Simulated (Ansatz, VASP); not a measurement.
## One calculation of TiO2, two programs

```
CELL_PARAMETERS angstrom
1.49733 0.86448 6.98154
-1.49733 0.86448 6.98154
0.00000 -1.72897 6.98154
ATOMIC_POSITIONS crystal
Ti 0.00000 0.00000 0.00000
O 0.62047 0.62047 0.62047
O 0.37953 0.37953 0.37953
```

Alike in both runs: task single point; functional r2SCAN; k mesh 8 × 8 × 8; occupations gaussian, width 0.05 eV; no spin polarisation.

```csv
,VASP,Ansatz
version,VASP 6.6.1,Ansatz 0.2.0
potentials or method,"VASP PAW PBE potentials, release 64 (Ti_sv, O), cutoff 520 eV","plane waves, PAW"
valence electrons in the cell,24,24
```

VASP gave:

| Quantity | Value |
| --- | --- |
| pressure (GPa) | -2.6 |
| traceless stress, the component that is largest in VASP (GPa) | 0.38 |

Problem. Which values does Ansatz return?

Solution. Pressure (GPa): -3.4; traceless stress, the component that is largest in VASP (GPa): 0.82.

VASP's potentials were made for PBE, not for r2SCAN. The functional is the same, so the differences come from potentials, cutoffs and numerics.
